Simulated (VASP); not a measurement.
# TiCo2 (Fd-3m) in VASP: single point with r2SCAN

Aim: the single point of TiCo2 with r2SCAN.

Everything below comes from runs of VASP 6.6.1. Logs are shortened: lines on timing, memory, paths and dates and some standing lists are left out, and cuts for length are marked.

### Step 1. The cell of the first run

It takes space group Fd-3m (No. 227, cubic). Conventional cell: a = 6.657 Å, b = 6.657 Å, c = 6.657 Å, α = 90.00°, β = 90.00°, γ = 90.00°. Ti (site symmetry -43m) has 12 Co at 2.76 Å and 4 Ti at 2.88 Å within 3.6 Å. Within 3.1 Å of Co (site symmetry -3m) lie 6 Co at 2.35 Å and 6 Ti at 2.76 Å.

### Step 2. Single point, r2SCAN, collinear spin, ferromagnetic start

Input file POSCAR:

```
TiCo2
1.0
    0.0000000000      3.3286749863      3.3286749863
    3.3286749863      0.0000000000      3.3286749863
    3.3286749863      3.3286749863      0.0000000000
Ti Co
2 4
Direct
    0.5000000000      0.5000000000      0.5000000000
    0.7500000000      0.7500000000      0.7500000000
    0.1250000000      0.1250000000      0.1250000000
    0.6250000000      0.1250000000      0.1250000000
    0.1250000000      0.1250000000      0.6250000000
    0.1250000000      0.6250000000      0.1250000000
```

Input file INCAR.step1:

```
ALGO = Normal
EDIFF = 1E-4
ENCUT = 520
GGA = PE
ISMEAR = 0
ISPIN = 2
LASPH = T
LCHARG = F
LMAXMIX = 4
LREAL = F
LWAVE = T
MAGMOM = 0 0 3 3 3 3
NBANDS = 43
NELM = 150
PREC = Accurate
SIGMA = 0.1
```

Input file INCAR.step2:

```
ALGO = Normal
EDIFF = 1E-7
ENCUT = 520
ISIF = 2
ISMEAR = 0
ISPIN = 2
ISTART = 1
LASPH = T
LCHARG = F
LMAXMIX = 4
LMIXTAU = T
LORBIT = 11
LREAL = F
LWAVE = F
MAGMOM = 0 0 3 3 3 3
METAGGA = R2SCAN
NBANDS = 43
NELM = 150
PREC = Accurate
SIGMA = 0.1
```

Input file KPOINTS:

```
k-points
0
Gamma
  10 10 10
```

Potentials or basis: VASP PAW PBE potentials, release 64 (Ti_sv, Co).

Command:

```bash
$ cat potpaw_PBE.64/Ti_sv/POTCAR potpaw_PBE.64/Co/POTCAR > POTCAR
$ cp INCAR.step1 INCAR
$ mpirun -np 1 vasp_std > vasp.out
$ cp INCAR.step2 INCAR
$ mpirun -np 1 vasp_std > vasp.out
```

OUTCAR:

```text
EDIFF = 1E-7
   ENCUT = 520
   ISIF = 2
   ISMEAR = 0
   ISPIN = 2
   ISTART = 1
   LASPH = T
   LORBIT = 11
   LREAL = F
   METAGGA = R2SCAN
   NELM = 150
   PREC = Accurate

 ion  position               nearest neighbor table
   1  0.500  0.500  0.500-   3 2.76   5 2.76   6 2.76   3 2.76   4 2.76   5 2.76   3 2.76   4 2.76
                             6 2.76   4 2.76   5 2.76   6 2.76   2 2.88   2 2.88   2 2.88   2 2.88
   2  0.750  0.750  0.750-   4 2.76   5 2.76   6 2.76   3 2.76   4 2.76   6 2.76   3 2.76   4 2.76
                             5 2.76   3 2.76   5 2.76   6 2.76   1 2.88   1 2.88   1 2.88   1 2.88
   3  0.125  0.125  0.125-   4 2.35   5 2.35   6 2.35   5 2.35   6 2.35   4 2.35   1 2.76   2 2.76
                             1 2.76   2 2.76   1 2.76   2 2.76
   4  0.625  0.125  0.125-   3 2.35   5 2.35   6 2.35   3 2.35   5 2.35   6 2.35   2 2.76   1 2.76
                             1 2.76   2 2.76   2 2.76   1 2.76
   5  0.125  0.125  0.625-   3 2.35   3 2.35   4 2.35   6 2.35   6 2.35   4 2.35   1 2.76   2 2.76
                             1 2.76   2 2.76   1 2.76   2 2.76
   6  0.125  0.625  0.125-   3 2.35   5 2.35   3 2.35   4 2.35   5 2.35   4 2.35   2 2.76   1 2.76
                             2 2.76   2 2.76   1 2.76   1 2.76

  LATTYP: Found a face centered cubic cell.
 ALAT       =     6.6573499726

  Lattice vectors:

 A1 = (   0.0000000000,   3.3286749863,   3.3286749863)
 A2 = (   3.3286749863,   0.0000000000,   3.3286749863)
 A3 = (   3.3286749863,   3.3286749863,   0.0000000000)

Analysis of symmetry for initial positions (statically):
=====================================================================
 Subroutine PRICEL returns:
 Original cell was already a primitive cell.

 Routine SETGRP: Setting up the symmetry group for a
 face centered cubic supercell.

 Subroutine GETGRP returns: Found 48 space group operations
 (whereof 24 operations were pure point group operations)
 out of a pool of 48 trial point group operations.

The static configuration has the point symmetry T_d .
 The point group associated with its full space group is O_h .

Analysis of symmetry for dynamics (positions and initial velocities):
=====================================================================
 Subroutine PRICEL returns:
 Original cell was already a primitive cell.

 Routine SETGRP: Setting up the symmetry group for a
 face centered cubic supercell.

 Subroutine GETGRP returns: Found 48 space group operations
 (whereof 24 operations were pure point group operations)
 out of a pool of 48 trial point group operations.

The dynamic configuration has the point symmetry T_d .
 The point group associated with its full space group is O_h .

Analysis of structural, dynamic, and magnetic symmetry:
=====================================================================
 Subroutine PRICEL returns:
 Original cell was already a primitive cell.

 Routine SETGRP: Setting up the symmetry group for a
 face centered cubic supercell.

 Subroutine GETGRP returns: Found 48 space group operations
 (whereof 24 operations were pure point group operations)
 out of a pool of 48 trial point group operations.

The overall configuration has the point symmetry T_d .
 The point group associated with its full space group is O_h .

 Subroutine INISYM returns: Found 48 space group operations
 (whereof 24 operations are pure point group operations),
 and found     1 'primitive' translations

----------------------------------------------------------------------------------------

                                     Primitive cell

  volume of cell :      73.7640

  direct lattice vectors                    reciprocal lattice vectors
     0.000000000  3.328674986  3.328674986    -0.150209919  0.150209919  0.150209919
     3.328674986  0.000000000  3.328674986     0.150209919 -0.150209919  0.150209919
     3.328674986  3.328674986  0.000000000     0.150209919  0.150209919 -0.150209919

  length of vectors
     4.707457310  4.707457310  4.707457310     0.260171211  0.260171211  0.260171211

  position of ions in fractional coordinates (direct lattice)
     0.500000000  0.500000000  0.500000000
     0.750000000  0.750000000  0.750000000
     0.125000000  0.125000000  0.125000000
[... 64 lines left out ...]
  0.400000  0.300000  0.000000     24.000000
 [... further k-points ...]
   k-points           NKPTS =     47   k-points in BZ     NKDIM =     47   number of bands    NBANDS=     43
   number of dos      NEDOS =    301   number of ions     NIONS =      6
   total plane-waves  NPLWV =  46656
   dimension x,y,z NGX =    36 NGY =   36 NGZ =   36
   dimension x,y,z NGXF=    72 NGYF=   72 NGZF=   72
   ions per type =               2   4
   NGX,Y,Z   is equivalent  to a cutoff of  12.71, 12.71, 12.71 a.u.
   NGXF,Y,Z  is equivalent  to a cutoff of  25.43, 25.43, 25.43 a.u.
 SYSTEM =  unknown system
   PREC   = accura    normal or accurate (medium, high low for compatibility)
   ISTART =      1    job   : 0-new  1-cont  2-samecut
   ICHARG =      0    charge: 1-file 2-atom 10-const
   ISPIN  =      2    spin polarized calculation?
   LNONCOLLINEAR =      F non collinear calculations
   LSORBIT =      F    spin-orbit coupling
   LASPH  =      T    aspherical Exc in radial PAW
   ENCUT  =  520.0 eV  38.22 Ry    6.18 a.u.   8.75  8.75  8.75*2*pi/ulx,y,z
   NELM   =    150;   NELMIN=  2; NELMDL=  0     # of ELM steps
   EDIFF  = 0.1E-06   stopping-criterion for ELM
   LREAL  =      F    real-space projection
   EDIFFG = 0.1E-05   stopping-criterion for IOM
   NSW    =      0    number of steps for IOM
   IBRION =     -1    ionic relax: 0-MD 1-quasi-New 2-CG
   NFREE  =      0    steps in history (QN), initial steepest desc. (CG)
   ISIF   =      2    stress and relaxation
   ISYM   =      2    0-nonsym 1-usesym 2-fastsym
   POTIM  = 0.5000    time-step for ionic-motion
   TEBEG  =    0.0;   TEEND  =   0.0 temperature during run
   PSTRESS=    0.0 pullay stress
   NELECT =      60.0000    total number of electrons
   NUPDOWN=      -1.0000    fix difference up-down
   EMIN   =  10.00;   EMAX   =-10.00  energy-range for DOS
   EFERMI =   0.00;   METHOD = LEGACY
   ISMEAR =     0;   SIGMA  =   0.10  broadening in eV -4-tet -1-fermi 0-gaus
   EFERMI_NEDOS =   21; number of points for ismear=-14 and -15
   IALGO  =     38    algorithm
   IMIX   =      4    mixing-type and parameters
     AMIX     =   0.40;   BMIX     =  1.00
     AMIX_MAG =   1.60;   BMIX_MAG =  1.00
  volume/ion in A,a.u.               =      12.29        82.96
  Fermi-wavevector in a.u.,A,eV,Ry     =   1.528189  2.887859 31.774542  2.335363
  Thomas-Fermi vector in A             =   2.635982
   LORBIT       =     11    0 simple, 1 ext, 2 COOP (PROOUT), +10 PAW based schemes
   METAGGA = R2SCAN    functional components
   LHFCALC =     F    Hartree Fock is set to
   AEXX    =    0.0000 exact exchange contribution
   IVDW    =     0    specifies the selected vdW correction
   LEPSILON=     F    determine dielectric tensor
   LRPA    =     F    only Hartree local field effects (RPA)
 spin polarized calculation
 Gauss-broadening in eV      SIGMA  =   0.10
  energy-cutoff  :      520.00
  volume of cell :       73.76
 maximum number of plane-waves:      2012
   NGX = 17   NGY = 17   NGZ = 17

 number of electron      59.9999987 magnetization       4.0376689

 Free energy of the ion-electron system (eV)
  ---------------------------------------------------
  ext. energy  EPLUGINS =         0.00000000
  ---------------------------------------------------
  free energy    TOTEN  =       -80.21091330 eV

  energy without entropy =      -80.18891271  energy(sigma->0) =      -80.19991301

 E-fermi :  10.3629     XC(G=0): -14.0291

 val. band max:       10.3518008551   @ k =   0.4000   0.0000   0.0000
 cond. band min:      10.3680052730   @ k =   0.3000   0.0000   0.0000
 fundamental gap:      0.0162044179
 Fermi energy:        10.3629377214

 spin component 1

 k-point     1 :       0.0000    0.0000    0.0000
  band No.  band energies     occupation
      1     -48.8919      1.00000
      2     -48.8027      1.00000
      3     -24.1469      1.00000
      4     -24.1468      1.00000
      5     -24.1468      1.00000
      6     -23.9527      1.00000
[... 1069 lines left out ...]
     41      13.5845      0.00000
     42      13.6412      0.00000

 [... further k-points ...]

 spin component 2

 k-point     1 :       0.0000    0.0000    0.0000
  band No.  band energies     occupation
      1     -49.5974      1.00000
      2     -49.5038      1.00000
      3     -24.8623      1.00000
      4     -24.8623      1.00000
      5     -24.8623      1.00000
      6     -24.6588      1.00000
[... 1069 lines left out ...]
     41      13.3676      0.00000
     42      13.3944      0.00000

 [... further k-points ...]

 [bands above 42 left out]

------------------------ aborting loop because EDIFF is reached ----------------------------------------

  FORCE on cell =-STRESS in cart. coord.  units (eV):
  Direction    XX          YY          ZZ          XY          YZ          ZX
  --------------------------------------------------------------------------------------
  -------------------------------------------------------------------------------------
  Total        1.1344779      1.1344779      1.1344779      0.0000000      0.0000000     -0.0000000
  in kB       24.6412330     24.6412330     24.6412330      0.0000000      0.0000000     -0.0000000
  external PRESSURE =      24.6412330 kB  Pullay stress =       0.0000000 kB

 VOLUME and BASIS-vectors are now :
 -----------------------------------------------------------------------------
  energy-cutoff  :      520.00
  volume of cell :       73.76
      direct lattice vectors                 reciprocal lattice vectors
     0.000000000  3.328674986  3.328674986    -0.150209919  0.150209919  0.150209919
     3.328674986  0.000000000  3.328674986     0.150209919 -0.150209919  0.150209919
     3.328674986  3.328674986  0.000000000     0.150209919  0.150209919 -0.150209919

 POSITION                                       TOTAL-FORCE (eV/Angst)
 -----------------------------------------------------------------------------------
      3.32867      3.32867      3.32867         0.000000      0.000000      0.000000
      4.99301      4.99301      4.99301        -0.000000     -0.000000     -0.000000
      0.83217      0.83217      0.83217         0.000000      0.000000      0.000000
      0.83217      2.49651      2.49651         0.000000      0.000000      0.000000
      2.49651      2.49651      0.83217         0.000000      0.000000      0.000000
      2.49651      0.83217      2.49651         0.000000      0.000000      0.000000
 -----------------------------------------------------------------------------------
    total drift:                                0.000000      0.000000      0.000000

  FREE ENERGIE OF THE ION-ELECTRON SYSTEM (eV)
  ---------------------------------------------------
  free  energy   TOTEN  =       -80.2109133041 eV

  energy  without entropy=      -80.1889127063  energy(sigma->0) =      -80.19991301

 total charge

# of ion       s       p       d       tot
------------------------------------------
    1        2.229   6.162   1.789  10.180
    2        2.229   6.162   1.789  10.180
    3        0.570   0.635   7.244   8.448
    4        0.570   0.635   7.244   8.448
    5        0.570   0.635   7.244   8.448
    6        0.570   0.635   7.244   8.448
--------------------------------------------------
tot          6.737  14.864  32.553  54.154

 magnetization (x)

# of ion       s       p       d       tot
------------------------------------------
    1       -0.008  -0.044  -0.562  -0.613
    2       -0.008  -0.044  -0.562  -0.613
    3        0.009  -0.032   1.481   1.458
    4        0.009  -0.032   1.481   1.458
    5        0.009  -0.032   1.481   1.458
    6        0.009  -0.032   1.481   1.458
--------------------------------------------------
tot          0.020  -0.216   4.801   4.606
```

Run time: 21 min. Hardware: 1 thread of Intel Xeon 6975P-C (Granite Rapids), shared host; peak memory 0.4 GiB.

Results:

* Free energy: -80.2109 eV
* Pressure: 2.5 GPa
* Band gap on the k mesh: zero (filled and empty bands overlap)
* Net moment: 4.04 μB per cell
* Site moments: Ti -0.61; Co +1.46 μB
* Valence electrons inside the program's atomic spheres: Ti 10.18; Co 8.45

Caveat: the PAW data sets were made with another functional, which shifts forces and pressure a little.
